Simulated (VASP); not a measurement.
# Sn2Te3Pt (P4/mmm) in VASP: a series of runs

Sn2Te3Pt is run at these levels: PBE; tasks: single point.

Everything below comes from runs of VASP 6.6.1. Logs are shortened: lines on timing, memory, paths and dates and some standing lists are left out, and cuts for length are marked.

## Step 1: The cell of the first run

It takes space group P4/mmm (No. 123, tetragonal). Conventional cell: a = 3.687 Å, b = 3.687 Å, c = 11.453 Å, α = 90.00°, β = 90.00°, γ = 90.00°. Within 4.4 Å of Sn (site symmetry 4mm) lie 8 Te at 3.32 to 3.36 Å and 1 Pt at 3.67 Å and 5 Sn at 3.69 to 4.11 Å. Within 4.0 Å of Te (site symmetry 4mm) lie 4 Pt at 3.03 Å and 5 Te at 3.10 to 3.69 Å and 4 Sn at 3.36 Å. Within 4.4 Å of Te (site symmetry 4/mmm) lie 8 Sn at 3.32 Å and 6 Te at 3.69 to 4.18 Å. Pt (site symmetry 4/mmm) has 8 Te at 3.03 Å and 2 Sn at 3.67 Å and 4 Pt at 3.69 Å within 4.0 Å.

## Step 2: Single point, PBE

The input, INCAR:

```
ALGO = Normal
EDIFF = 1E-7
ENCUT = 520
GGA = PE
ISIF = 2
ISMEAR = 0
LASPH = True
LCHARG = True
LELF = True
LREAL = False
LVHAR = True
LWAVE = False
NBANDS = 37
NELM = 100
PREC = Accurate
SIGMA = 0.1
```

The input, KPOINTS:

```
k-points
0
Gamma
  4 4 2
```

The input, POSCAR:

```
Sn2Te3Pt
1.0
    3.6868530804      0.0000000000      0.0000000000
    0.0000000000      3.6868530804      0.0000000000
    0.0000000000      0.0000000000     11.4527817066
Sn Te Pt
2 3 1
Direct
    0.5000000000      0.5000000000      0.3205418491
    0.5000000000      0.5000000000      0.6794581509
    0.0000000000      0.0000000000      0.8648441364
    0.0000000000      0.0000000000      0.1351558636
    0.0000000000      0.0000000000      0.5000000000
    0.5000000000      0.5000000000      0.0000000000
```

Potentials or basis: VASP PAW PBE potentials, release 64 (Sn_d, Te, Pt).

Started as:

```console
> cat potpaw_PBE.64/Sn_d/POTCAR potpaw_PBE.64/Te/POTCAR potpaw_PBE.64/Pt/POTCAR > POTCAR
> mpirun -np 1 vasp_std > vasp.out
```

OUTCAR:

```text
EDIFF = 1E-7
   ENCUT = 520
   GGA = PE
   ISIF = 2
   ISMEAR = 0
   LASPH = True
   LREAL = False
   NELM = 100
   PREC = Accurate

 ion  position               nearest neighbor table
   1  0.500  0.500  0.321-   5 3.32   5 3.32   5 3.32   5 3.32   4 3.36   4 3.36   4 3.36   4 3.36

   2  0.500  0.500  0.679-   5 3.32   5 3.32   5 3.32   5 3.32   3 3.36   3 3.36   3 3.36   3 3.36

   3  0.000  0.000  0.865-   6 3.03   6 3.03   6 3.03   6 3.03   4 3.10   2 3.36   2 3.36   2 3.36
                             2 3.36
   4  0.000  0.000  0.135-   6 3.03   6 3.03   6 3.03   6 3.03   3 3.10   1 3.36   1 3.36   1 3.36
                             1 3.36
   5  0.000  0.000  0.500-   1 3.32   2 3.32   1 3.32   2 3.32   1 3.32   2 3.32   1 3.32   2 3.32

   6  0.500  0.500  0.000-   3 3.03   4 3.03   3 3.03   4 3.03   3 3.03   4 3.03   3 3.03   4 3.03

  LATTYP: Found a simple tetragonal cell.
 ALAT       =     3.6868530804
 C/A-ratio  =     3.1063840779

  Lattice vectors:

 A1 = (   3.6868530804,   0.0000000000,   0.0000000000)
 A2 = (   0.0000000000,   3.6868530804,   0.0000000000)
 A3 = (   0.0000000000,   0.0000000000,  11.4527817066)

Analysis of symmetry for initial positions (statically):
=====================================================================
 Subroutine PRICEL returns:
 Original cell was already a primitive cell.

 Routine SETGRP: Setting up the symmetry group for a
 simple tetragonal supercell.

 Subroutine GETGRP returns: Found 16 space group operations
 (whereof 16 operations were pure point group operations)
 out of a pool of 16 trial point group operations.

The static configuration has the point symmetry D_4h.

Analysis of symmetry for dynamics (positions and initial velocities):
=====================================================================
 Subroutine PRICEL returns:
 Original cell was already a primitive cell.

 Routine SETGRP: Setting up the symmetry group for a
 simple tetragonal supercell.

 Subroutine GETGRP returns: Found 16 space group operations
 (whereof 16 operations were pure point group operations)
 out of a pool of 16 trial point group operations.

The dynamic configuration has the point symmetry D_4h.

 Subroutine INISYM returns: Found 16 space group operations
 (whereof 16 operations are pure point group operations),
 and found     1 'primitive' translations

----------------------------------------------------------------------------------------

                                     Primitive cell

  volume of cell :     155.6764

  direct lattice vectors                    reciprocal lattice vectors
     3.686853080  0.000000000  0.000000000     0.271234025  0.000000000  0.000000000
     0.000000000  3.686853080  0.000000000     0.000000000  0.271234025  0.000000000
     0.000000000  0.000000000 11.452781707     0.000000000  0.000000000  0.087315032

  length of vectors
     3.686853080  3.686853080 11.452781707     0.271234025  0.271234025  0.087315032

  position of ions in fractional coordinates (direct lattice)
     0.500000000  0.500000000  0.320541849
     0.500000000  0.500000000  0.679458151
     0.000000000  0.000000000  0.864844136
     0.000000000  0.000000000  0.135155864
     0.000000000  0.000000000  0.500000000
     0.500000000  0.500000000  0.000000000

  ion indices of the primitive-cell ions
   primitive index   ion index
                 1           1
                 2           2
                 3           3
                 4           4
                 5           5
                 6           6

----------------------------------------------------------------------------------------

 KPOINTS: k-points

Automatic generation of k-mesh.
 Grid dimensions read from file:
 generate k-points for:    4    4    2

 Generating k-lattice:

  Cartesian coordinates                     Fractional coordinates (reciprocal lattice)
     0.067808506  0.000000000  0.000000000     0.250000000  0.000000000  0.000000000
     0.000000000  0.067808506  0.000000000     0.000000000  0.250000000  0.000000000
     0.000000000  0.000000000  0.043657516     0.000000000  0.000000000  0.500000000

  Length of vectors
     0.067808506  0.067808506  0.043657516

  Shift w.r.t. Gamma in fractional coordinates (k-lattice)
     0.000000000  0.000000000  0.000000000

 Subroutine IBZKPT returns following result:
 ===========================================

 Found     12 irreducible k-points:

 Following reciprocal coordinates:
            Coordinates               Weight
  0.000000  0.000000  0.000000      1.000000
  0.250000  0.000000  0.000000      4.000000
  0.500000  0.000000  0.000000      2.000000
  0.250000  0.250000  0.000000      4.000000
  0.500000  0.250000  0.000000      4.000000
  0.500000  0.500000  0.000000      1.000000
  0.000000  0.000000  0.500000      1.000000
  0.250000  0.000000  0.500000      4.000000
  0.500000  0.000000  0.500000      2.000000
  0.250000  0.250000  0.500000      4.000000
  0.500000  0.250000  0.500000      4.000000
  0.500000  0.500000  0.500000      1.000000
   k-points           NKPTS =     12   k-points in BZ     NKDIM =     12   number of bands    NBANDS=     37
   number of dos      NEDOS =    301   number of ions     NIONS =      6
   total plane-waves  NPLWV =  70560
   dimension x,y,z NGX =    28 NGY =   28 NGZ =   90
   dimension x,y,z NGXF=    56 NGYF=   56 NGZF=  180
   ions per type =               2   3   1
   NGX,Y,Z   is equivalent  to a cutoff of  12.63, 12.63, 13.06 a.u.
   NGXF,Y,Z  is equivalent  to a cutoff of  25.25, 25.25, 26.13 a.u.
 SYSTEM =  unknown system
   PREC   = accura    normal or accurate (medium, high low for compatibility)
   ISTART =      0    job   : 0-new  1-cont  2-samecut
   ICHARG =      2    charge: 1-file 2-atom 10-const
   ISPIN  =      1    spin polarized calculation?
   LNONCOLLINEAR =      F non collinear calculations
   LSORBIT =      F    spin-orbit coupling
   LASPH  =      T    aspherical Exc in radial PAW
   ENCUT  =  520.0 eV  38.22 Ry    6.18 a.u.   6.86  6.86 21.29*2*pi/ulx,y,z
   NELM   =    100;   NELMIN=  2; NELMDL= -5     # of ELM steps
   EDIFF  = 0.1E-06   stopping-criterion for ELM
   LREAL  =      F    real-space projection
   EDIFFG = 0.1E-05   stopping-criterion for IOM
   NSW    =      0    number of steps for IOM
   IBRION =     -1    ionic relax: 0-MD 1-quasi-New 2-CG
   NFREE  =      0    steps in history (QN), initial steepest desc. (CG)
   ISIF   =      2    stress and relaxation
   ISYM   =      2    0-nonsym 1-usesym 2-fastsym
   POTIM  = 0.5000    time-step for ionic-motion
   TEBEG  =    0.0;   TEEND  =   0.0 temperature during run
   PSTRESS=    0.0 pullay stress
   NELECT =      56.0000    total number of electrons
   NUPDOWN=      -1.0000    fix difference up-down
   EMIN   =  10.00;   EMAX   =-10.00  energy-range for DOS
   EFERMI =   0.00;   METHOD = LEGACY
   ISMEAR =     0;   SIGMA  =   0.10  broadening in eV -4-tet -1-fermi 0-gaus
   EFERMI_NEDOS =   21; number of points for ismear=-14 and -15
   IALGO  =     38    algorithm
   IMIX   =      4    mixing-type and parameters
     AMIX     =   0.40;   BMIX     =  1.00
     AMIX_MAG =   1.60;   BMIX_MAG =  1.00
  volume/ion in A,a.u.               =      25.95       175.09
  Fermi-wavevector in a.u.,A,eV,Ry     =   1.164296  2.200200 18.443846  1.355584
  Thomas-Fermi vector in A             =   2.300835
   LORBIT       =      0    0 simple, 1 ext, 2 COOP (PROOUT), +10 PAW based schemes
   GGA     = PE    functional components
   LHFCALC =     F    Hartree Fock is set to
   AEXX    =    0.0000 exact exchange contribution
   IVDW    =     0    specifies the selected vdW correction
   LEPSILON=     F    determine dielectric tensor
   LRPA    =     F    only Hartree local field effects (RPA)
 non-spin polarized calculation
 Gauss-broadening in eV      SIGMA  =   0.10
  energy-cutoff  :      520.00
  volume of cell :      155.68
 maximum number of plane-waves:      4240
 NGX is ok and might be reduce to    28
   NGX = 13   NGY = 13   NGZ = 43

 number of electron      55.9999999 magnetization

 Free energy of the ion-electron system (eV)
  ---------------------------------------------------
  ext. energy  EPLUGINS =         0.00000000
  ---------------------------------------------------
  free energy    TOTEN  =       -22.48825067 eV

  energy without entropy =      -22.48265630  energy(sigma->0) =      -22.48545349

 E-fermi :   8.3449     XC(G=0): -10.4885

 val. band max:        8.2516822255   @ k =   0.5000   0.5000   0.0000
 cond. band min:       8.4463792021   @ k =   0.5000   0.5000   0.5000
 fundamental gap:      0.1946969765
 Fermi energy:         8.3448777804

 k-point     1 :       0.0000    0.0000    0.0000
  band No.  band energies     occupation
      1     -13.3239      2.00000
      2     -13.3234      2.00000
      3     -13.3123      2.00000
      4     -13.3023      2.00000
      5     -13.2831      2.00000
      6     -13.2831      2.00000
[... 29 lines left out ...]
     36      12.6458      0.00000
     37      12.6458      0.00000

 k-point     2 :       0.2500    0.0000    0.0000
  band No.  band energies     occupation
      1     -13.3150      2.00000
      2     -13.3105      2.00000
      3     -13.2963      2.00000
      4     -13.2912      2.00000
      5     -13.2899      2.00000
      6     -13.2839      2.00000
[... 29 lines left out ...]
     36      12.5443      0.00000
     37      13.2741      0.00000

 k-point     3 :       0.5000    0.0000    0.0000
  band No.  band energies     occupation
      1     -13.3132      2.00000
      2     -13.3094      2.00000
      3     -13.3073      2.00000
      4     -13.3027      2.00000
      5     -13.2804      2.00000
      6     -13.2778      2.00000
[... 29 lines left out ...]
     36      12.9233      0.00000
     37      13.0218      0.00000
[... 281 lines left out ...]
 k-point    11 :       0.5000    0.2500    0.5000
  band No.  band energies     occupation
      1     -13.3061      2.00000
      2     -13.3003      2.00000
      3     -13.2917      2.00000
      4     -13.2912      2.00000
      5     -13.2889      2.00000
      6     -13.2879      2.00000
[... 29 lines left out ...]
     36      10.9922      0.00000
     37      14.0641      0.00000

 k-point    12 :       0.5000    0.5000    0.5000
  band No.  band energies     occupation
      1     -13.3029      2.00000
      2     -13.3029      2.00000
      3     -13.3020      2.00000
      4     -13.3000      2.00000
      5     -13.2979      2.00000
      6     -13.2979      2.00000
[... 29 lines left out ...]
     36      10.9380      0.00000
     37      12.4958      0.00000

------------------------ aborting loop because EDIFF is reached ----------------------------------------

  FORCE on cell =-STRESS in cart. coord.  units (eV):
  Direction    XX          YY          ZZ          XY          YZ          ZX
  --------------------------------------------------------------------------------------
  -------------------------------------------------------------------------------------
  Total       -0.3259096     -0.3259096      0.0000455      0.0000000      0.0000000      0.0000000
  in kB       -3.3541704     -3.3541704      0.0004681      0.0000000      0.0000000      0.0000000
  external PRESSURE =      -2.2359576 kB  Pullay stress =       0.0000000 kB

 VOLUME and BASIS-vectors are now :
 -----------------------------------------------------------------------------
  energy-cutoff  :      520.00
  volume of cell :      155.68
      direct lattice vectors                 reciprocal lattice vectors
     3.686853080  0.000000000  0.000000000     0.271234025  0.000000000  0.000000000
     0.000000000  3.686853080  0.000000000     0.000000000  0.271234025  0.000000000
     0.000000000  0.000000000 11.452781707     0.000000000  0.000000000  0.087315032

 POSITION                                       TOTAL-FORCE (eV/Angst)
 -----------------------------------------------------------------------------------
      1.84343      1.84343      3.67110         0.000000     -0.000000      0.033817
      1.84343      1.84343      7.78169        -0.000000      0.000000     -0.033817
      0.00000      0.00000      9.90487        -0.000000     -0.000000      0.011614
      0.00000      0.00000      1.54791        -0.000000     -0.000000     -0.011614
      0.00000      0.00000      5.72639        -0.000000     -0.000000      0.000000
      1.84343      1.84343      0.00000        -0.000000     -0.000000      0.000000
 -----------------------------------------------------------------------------------
    total drift:                                0.000000      0.000000      0.000000

  FREE ENERGIE OF THE ION-ELECTRON SYSTEM (eV)
  ---------------------------------------------------
  free  energy   TOTEN  =       -22.4882506733 eV

  energy  without entropy=      -22.4826562999  energy(sigma->0) =      -22.48545349
```

Wall time 94 s (1 thread of Intel Xeon Platinum 8375C at 2.90GHz (Ice Lake), shared host); peak memory 0.28 GiB.

What came out:

```yaml
Free_energy: -22.4883 eV
Pressure: -0.2 GPa
Largest_force: 0.034 eV/Å
Band_gap_on_the_k_mesh: zero (band 28 reaches 9.23 eV, above the bottom of band 29 at 7.40 eV)
```

Forces in eV/Å, atoms in the order of the input:
```
Sn   0.000  0.000  0.034
Sn   0.000  0.000 -0.034
Te   0.000  0.000  0.012
Te   0.000  0.000 -0.012
Te   0.000  0.000  0.000
Pt   0.000  0.000  0.000
```

Stress tensor (GPa, compression positive):
```
-0.34  0.00  0.00
 0.00 -0.34  0.00
 0.00  0.00  0.00
```

Caveat: the k points lie up to 0.43 Å⁻¹ apart; spin-orbit coupling is left out, which moves the levels of the heavy elements.

## Step 3: Single point, PBE

This run uses another cell than the first one, of 25.85 Å³/atom, 0.996 times its volume.

The input, INCAR:

```
  ALGO = Normal
  EDIFF = 1E-6
  ENCUT = 520
  GGA = PE
  ISIF = 2
  ISMEAR = 0
  LASPH = T
  LCHARG = F
  LREAL = F
  LWAVE = F
  NBANDS = 37
  NELM = 60
  PREC = Accurate
  SIGMA = 0.1
```

The input, KPOINTS:

```
k-points
0
Gamma
  6 6 2
```

The input, POSCAR:

```
Sn2Te3Pt
1.0
    3.6868549019      0.0000000000      0.0000000000
    0.0000000000      3.6868549019      0.0000000000
    0.0000000000      0.0000000000     11.4082805802
Sn Te Pt
2 3 1
Direct
    0.5000000000      0.5000000000      0.3250530075
    0.5000000000      0.5000000000      0.6749469925
    0.0000000000      0.0000000000      0.8675371374
    0.0000000000      0.0000000000      0.1324628626
    0.0000000000      0.0000000000      0.5000000000
    0.5000000000      0.5000000000      0.0000000000
```

Potentials or basis: VASP PAW PBE potentials, release 64 (Sn_d, Te, Pt).

Started as:

```console
> cat potpaw_PBE.64/Sn_d/POTCAR potpaw_PBE.64/Te/POTCAR potpaw_PBE.64/Pt/POTCAR > POTCAR
> mpirun -np 1 vasp_std > vasp.out
```

Wall time 99 s (1 thread of Intel Xeon Platinum 8375C at 2.90GHz (Ice Lake), shared host); peak memory 0.31 GiB.

It converged, with:

* Free energy: -22.6653 eV
* Pressure: -0.2 GPa
* Largest force: 0.043 eV/Å
* Band gap on the k mesh: zero (band 28 reaches 9.39 eV, above the bottom of band 29 at 7.55 eV)

Forces on the atoms (eV/Å):
```
Sn   0.000  0.000 -0.021
Sn   0.000  0.000  0.021
Te   0.000  0.000  0.043
Te   0.000  0.000 -0.043
Te   0.000  0.000  0.000
Pt   0.000  0.000  0.000
```

Stress tensor (GPa, compression positive):
```
-0.20  0.00  0.00
 0.00 -0.20  0.00
 0.00  0.00 -0.11
```

Levels at points of the mesh, in eV from the Fermi level:
| k point | band 25 | band 26 | band 27 | band 28 | band 29 | band 30 | band 31 | band 32 |
| --- | --- | --- | --- | --- | --- | --- | --- | --- |
| (0.00, 0.00, 0.00) | -1.02 | -1.02 | 0.22 | 0.37 | 0.48 | 0.48 | 2.43 | 3.28 |
| (0.50, 0.00, 0.00) | -1.77 | 0.13 | 0.17 | 0.20 | 0.34 | 1.18 | 1.94 | 2.25 |
| (0.50, 0.50, 0.00) | -2.12 | -2.12 | -1.73 | -1.21 | -0.36 | 0.46 | 0.46 | 0.47 |
| (0.00, 0.00, 0.50) | -1.26 | -1.23 | -1.01 | 0.82 | 0.82 | 1.51 | 1.62 | 2.60 |
| (0.50, 0.00, 0.50) | -1.81 | -1.34 | 0.05 | 0.30 | 0.70 | 1.16 | 2.45 | 2.65 |
| (0.50, 0.50, 0.50) | -1.73 | -1.55 | -1.55 | -1.06 | -1.02 | -1.01 | -1.01 | -0.19 |

Caveat: spin-orbit coupling is left out, which moves the levels of the heavy elements.
